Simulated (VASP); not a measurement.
# Ge (Pmma) in VASP: notebook

Ge is run at these levels: PBEsol; tasks: single point.

All numbers are computed with VASP 6.6.1; they aren't measurements. Logs are shortened: lines on timing, memory, paths and dates and some standing lists are left out, and cuts for length are marked.

### Step 1. The cell of the first run

Symmetry: Pmma, No. 51, orthorhombic system. The conventional cell has a = 5.039 Å, b = 2.643 Å, c = 2.765 Å, α = 90.00°, β = 90.00°, γ = 90.00°. Within 3.4 Å of Ge (site symmetry mm2) lie 8 Ge at 2.61 to 3.27 Å.

### Step 2. Single point, PBEsol (mode 1 (-8.0 1/cm) frozen in, largest displacement +0.350 Å)

INCAR

```
SYSTEM = Ge
ALGO = Normal ; EDIFF = 1E-7
ENCUT = 520 ; GGA = PS
ISIF = 2 ; ISMEAR = 0
LASPH = .TRUE. ; LCHARG = .FALSE.
LREAL = .FALSE. ; LWAVE = .FALSE.
NBANDS = 21 ; NELM = 60
PREC = Accurate ; SIGMA = 0.15
```

KPOINTS

```
k-points
0
G
  22 22 12
  0 0 0
```

POSCAR

```
Ge
1.0
    0.0000000000      0.0000000000     -2.6427277821
    2.7652112298      0.0000000000      0.0000000000
    0.0000000000     -5.0390024825      0.0000000000
Ge
2
Direct
    0.0000000000      0.3734273909      0.0000000000
    0.0000000000      0.1265726091      0.5000000000
```

Potentials or basis: VASP PAW PBE potentials, release 64 (Ge_d).

Started as:

```sh
cat potpaw_PBE.64/Ge_d/POTCAR > POTCAR
mpirun -np 1 vasp_std > vasp.out
```

OUTCAR:

```text
SYSTEM = Ge
   EDIFF = 1E-7
   ENCUT = 520
   GGA = PS
   ISIF = 2
   ISMEAR = 0
   LASPH = .TRUE.
   LREAL = .FALSE.
   NELM = 60
   PREC = Accurate

 ion  position               nearest neighbor table
   1  0.000  0.373  0.000-   2 2.61   2 2.61
   2  0.000  0.127  0.500-   1 2.61   1 2.61

  LATTYP: Found a simple orthorhombic cell.
 ALAT       =     2.6427277821
 B/A-ratio  =     1.0463473569
 C/A-ratio  =     1.9067429179

  Lattice vectors:

 A1 = (   0.0000000000,   0.0000000000,  -2.6427277821)
 A2 = (   2.7652112298,   0.0000000000,   0.0000000000)
 A3 = (   0.0000000000,  -5.0390024825,   0.0000000000)

Analysis of symmetry for initial positions (statically):
=====================================================================
 Subroutine PRICEL returns:
 Original cell was already a primitive cell.

 Routine SETGRP: Setting up the symmetry group for a
 simple orthorhombic supercell.

 Subroutine GETGRP returns: Found  8 space group operations
 (whereof  4 operations were pure point group operations)
 out of a pool of  8 trial point group operations.

The static configuration has the point symmetry C_2v.
 The point group associated with its full space group is D_2h.

Analysis of symmetry for dynamics (positions and initial velocities):
=====================================================================
 Subroutine PRICEL returns:
 Original cell was already a primitive cell.

 Routine SETGRP: Setting up the symmetry group for a
 simple orthorhombic supercell.

 Subroutine GETGRP returns: Found  8 space group operations
 (whereof  4 operations were pure point group operations)
 out of a pool of  8 trial point group operations.

The dynamic configuration has the point symmetry C_2v.
 The point group associated with its full space group is D_2h.

 Subroutine INISYM returns: Found  8 space group operations
 (whereof  4 operations are pure point group operations),
 and found     1 'primitive' translations

----------------------------------------------------------------------------------------

                                     Primitive cell

  volume of cell :      36.8235

  direct lattice vectors                    reciprocal lattice vectors
     0.000000000  0.000000000 -2.642727782     0.000000000  0.000000000 -0.378396900
     2.765211230  0.000000000  0.000000000     0.361636026  0.000000000  0.000000000
     0.000000000 -5.039002482  0.000000000     0.000000000 -0.198451976  0.000000000

  length of vectors
     2.642727782  2.765211230  5.039002482     0.378396900  0.361636026  0.198451976

  position of ions in fractional coordinates (direct lattice)
     0.000000000  0.373427391  0.000000000
     0.000000000  0.126572609  0.500000000

  ion indices of the primitive-cell ions
   primitive index   ion index
                 1           1
                 2           2

----------------------------------------------------------------------------------------

 KPOINTS: k-points

Automatic generation of k-mesh.
 Grid dimensions read from file:
 generate k-points for:   22   22   12

 Generating k-lattice:

  Cartesian coordinates                     Fractional coordinates (reciprocal lattice)
     0.000000000  0.000000000 -0.017199859     0.045454545  0.000000000  0.000000000
     0.016438001  0.000000000  0.000000000     0.000000000  0.045454545  0.000000000
     0.000000000 -0.016537665  0.000000000     0.000000000  0.000000000  0.083333333

  Length of vectors
     0.017199859  0.016438001  0.016537665

  Shift w.r.t. Gamma in fractional coordinates (k-lattice)
     0.000000000  0.000000000  0.000000000

 Subroutine IBZKPT returns following result:
 ===========================================

 Found   1008 irreducible k-points:

 Following reciprocal coordinates:
            Coordinates               Weight
  0.000000  0.000000  0.000000      1.000000
  0.045455  0.000000  0.000000      2.000000
  0.090909  0.000000  0.000000      2.000000
  0.136364  0.000000  0.000000      2.000000
  0.181818  0.000000  0.000000      2.000000
  0.227273  0.000000  0.000000      2.000000
[... 16 lines left out ...]
  0.454545  0.045455  0.000000      4.000000
  0.500000  0.045455  0.000000      2.000000
 [... further k-points ...]
   k-points           NKPTS =   1008   k-points in BZ     NKDIM =   1008   number of bands    NBANDS=     21
   number of dos      NEDOS =    301   number of ions     NIONS =      2
   total plane-waves  NPLWV =  19200
   dimension x,y,z NGX =    20 NGY =   24 NGZ =   40
   dimension x,y,z NGXF=    40 NGYF=   48 NGZF=   80
   ions per type =               2
   NGX,Y,Z   is equivalent  to a cutoff of  12.58, 14.43, 13.20 a.u.
   NGXF,Y,Z  is equivalent  to a cutoff of  25.16, 28.86, 26.39 a.u.
 SYSTEM =  Ge
   PREC   = accura    normal or accurate (medium, high low for compatibility)
   ISTART =      0    job   : 0-new  1-cont  2-samecut
   ICHARG =      2    charge: 1-file 2-atom 10-const
   ISPIN  =      1    spin polarized calculation?
   LNONCOLLINEAR =      F non collinear calculations
   LSORBIT =      F    spin-orbit coupling
   LASPH  =      T    aspherical Exc in radial PAW
   ENCUT  =  520.0 eV  38.22 Ry    6.18 a.u.   4.91  5.14  9.37*2*pi/ulx,y,z
   NELM   =     60;   NELMIN=  2; NELMDL= -5     # of ELM steps
   EDIFF  = 0.1E-06   stopping-criterion for ELM
   LREAL  =      F    real-space projection
   EDIFFG = 0.1E-05   stopping-criterion for IOM
   NSW    =      0    number of steps for IOM
   IBRION =     -1    ionic relax: 0-MD 1-quasi-New 2-CG
   NFREE  =      0    steps in history (QN), initial steepest desc. (CG)
   ISIF   =      2    stress and relaxation
   ISYM   =      2    0-nonsym 1-usesym 2-fastsym
   POTIM  = 0.5000    time-step for ionic-motion
   TEBEG  =    0.0;   TEEND  =   0.0 temperature during run
   PSTRESS=    0.0 pullay stress
   NELECT =      28.0000    total number of electrons
   NUPDOWN=      -1.0000    fix difference up-down
   EMIN   =  10.00;   EMAX   =-10.00  energy-range for DOS
   EFERMI =   0.00;   METHOD = LEGACY
   ISMEAR =     0;   SIGMA  =   0.15  broadening in eV -4-tet -1-fermi 0-gaus
   EFERMI_NEDOS =   21; number of points for ismear=-14 and -15
   IALGO  =     38    algorithm
   IMIX   =      4    mixing-type and parameters
     AMIX     =   0.40;   BMIX     =  1.00
     AMIX_MAG =   1.60;   BMIX_MAG =  1.00
  volume/ion in A,a.u.               =      18.41       124.25
  Fermi-wavevector in a.u.,A,eV,Ry     =   1.494236  2.823696 30.378271  2.232740
  Thomas-Fermi vector in A             =   2.606534
   LORBIT       =      0    0 simple, 1 ext, 2 COOP (PROOUT), +10 PAW based schemes
   GGA     = PS    functional components
   LHFCALC =     F    Hartree Fock is set to
   AEXX    =    0.0000 exact exchange contribution
   IVDW    =     0    specifies the selected vdW correction
   LEPSILON=     F    determine dielectric tensor
   LRPA    =     F    only Hartree local field effects (RPA)
 non-spin polarized calculation
 Gauss-broadening in eV      SIGMA  =   0.15
  energy-cutoff  :      520.00
  volume of cell :       36.82
 maximum number of plane-waves:      1016
 NGX is ok and might be reduce to    20
   NGX =  9   NGY = 11   NGZ = 19

 number of electron      27.9999984 magnetization

 Free energy of the ion-electron system (eV)
  ---------------------------------------------------
  ext. energy  EPLUGINS =         0.00000000
  ---------------------------------------------------
  free energy    TOTEN  =        -9.48028397 eV

  energy without entropy =       -9.47097619  energy(sigma->0) =       -9.47563008

 E-fermi :   6.6759     XC(G=0): -11.4763

 val. band max:        6.6596395174   @ k =   0.0455   0.2273   0.3333
 cond. band min:       6.6787072924   @ k =   0.4545   0.2727   0.1667
 fundamental gap:      0.0190677749
 Fermi energy:         6.6759067916

 k-point     1 :       0.0000    0.0000    0.0000
  band No.  band energies     occupation
      1     -18.0155      2.00000
      2     -17.9773      2.00000
      3     -17.9625      2.00000
      4     -17.8043      2.00000
      5     -17.7965      2.00000
      6     -17.7946      2.00000
[... 13 lines left out ...]
     20      19.0076      0.00000
     21      19.2858      0.00000

 k-point     2 :       0.0455    0.0000    0.0000
  band No.  band energies     occupation
      1     -18.0111      2.00000
      2     -17.9738      2.00000
      3     -17.9618      2.00000
      4     -17.8022      2.00000
      5     -17.7991      2.00000
      6     -17.7943      2.00000
[... 13 lines left out ...]
     20      19.2687      0.00000
     21      19.3313      0.00000

 k-point     3 :       0.0909    0.0000    0.0000
  band No.  band energies     occupation
      1     -17.9988      2.00000
      2     -17.9640      2.00000
      3     -17.9593      2.00000
      4     -17.8063      2.00000
      5     -17.7956      2.00000
      6     -17.7937      2.00000
[... 13 lines left out ...]
     20      19.5045      0.00000
     21      19.6143      0.00000

 k-point     4 :       0.1364    0.0000    0.0000
  band No.  band energies     occupation
      1     -17.9823      2.00000
      2     -17.9525      2.00000
      3     -17.9499      2.00000
      4     -17.8176      2.00000
      5     -17.7929      2.00000
      6     -17.7866      2.00000
[... 13 lines left out ...]
     20      19.5567      0.00000
     21      19.9217      0.00000

 k-point     5 :       0.1818    0.0000    0.0000
  band No.  band energies     occupation
      1     -17.9701      2.00000
      2     -17.9349      2.00000
      3     -17.9340      2.00000
      4     -17.8320      2.00000
      5     -17.7918      2.00000
      6     -17.7855      2.00000
[... 13 lines left out ...]
     20      19.8474      0.00000
     21      20.2444      0.00000
[... 382 lines left out ...]
     20      21.0973      0.00000
     21      21.2482      0.00000

 k-point    22 :       0.4091    0.0455    0.0000
  band No.  band energies     occupation
      1     -17.9523      2.00000
      2     -17.9062      2.00000
      3     -17.8810      2.00000
      4     -17.8077      2.00000
      5     -17.8063      2.00000
      6     -17.7934      2.00000
[... 13 lines left out ...]
     20      20.6040      0.00000
     21      21.6906      0.00000

 k-point    23 :       0.4545    0.0455    0.0000
  band No.  band energies     occupation
      1     -17.9512      2.00000
      2     -17.9132      2.00000
      3     -17.8782      2.00000
      4     -17.8126      2.00000
      5     -17.8111      2.00000
      6     -17.7882      2.00000
[... 13 lines left out ...]
     20      20.0897      0.00000
     21      22.2647      0.00000

 k-point    24 :       0.5000    0.0455    0.0000
  band No.  band energies     occupation
      1     -17.9509      2.00000
      2     -17.9155      2.00000
      3     -17.8773      2.00000
      4     -17.8142      2.00000
      5     -17.8128      2.00000
      6     -17.7881      2.00000
[... 13 lines left out ...]
     20      19.8925      0.00000
     21      22.5955      0.00000

 [... further k-points ...]
[... 5 lines left out ...]
  --------------------------------------------------------------------------------------
  -------------------------------------------------------------------------------------
  Total       -0.0494080      1.1639432      0.0861031      0.0000000      0.0000000      0.0000000
  in kB       -2.1497236     50.6427216      3.7463131      0.0000000      0.0000000      0.0000000
  external PRESSURE =      17.4131037 kB  Pullay stress =       0.0000000 kB

 VOLUME and BASIS-vectors are now :
 -----------------------------------------------------------------------------
  energy-cutoff  :      520.00
  volume of cell :       36.82
      direct lattice vectors                 reciprocal lattice vectors
     0.000000000  0.000000000 -2.642727782     0.000000000  0.000000000 -0.378396900
     2.765211230  0.000000000  0.000000000     0.361636026  0.000000000  0.000000000
     0.000000000 -5.039002482  0.000000000     0.000000000 -0.198451976  0.000000000

 POSITION                                       TOTAL-FORCE (eV/Angst)
 -----------------------------------------------------------------------------------
      1.03261      0.00000      0.00000         0.119972      0.000000      0.000000
      0.35000     -2.51950      0.00000        -0.119972      0.000000      0.000000
 -----------------------------------------------------------------------------------
    total drift:                                0.000000      0.000000      0.000000

  FREE ENERGIE OF THE ION-ELECTRON SYSTEM (eV)
  ---------------------------------------------------
  free  energy   TOTEN  =        -9.4802839741 eV

  energy  without entropy=       -9.4709761949  energy(sigma->0) =       -9.47563008
```

Run time: 3.6 min. Hardware: 1 thread of Intel Xeon 6975P-C (Granite Rapids), shared host; peak memory 0.64 GiB.

Results:

* Free energy: -9.4803 eV
* Pressure: 1.7 GPa
* Largest force: 0.120 eV/Å
* Band gap on the k mesh: zero (band 14 reaches 12.91 eV, above the bottom of band 15 at 4.30 eV)

Forces on the atoms (eV/Å):
```
Ge   0.120  0.000  0.000
Ge  -0.120  0.000  0.000
```

Stress tensor (GPa, compression positive):
```
-0.21  0.00  0.00
 0.00  5.06  0.00
 0.00  0.00  0.37
```

Caveat: the cell differs from its parent crystal (mode 1 (-8.0 1/cm) frozen in, largest displacement +0.350 Å); the PAW data sets were made with another functional, which shifts forces and pressure a little.

(Continued in part 2 of 3.)
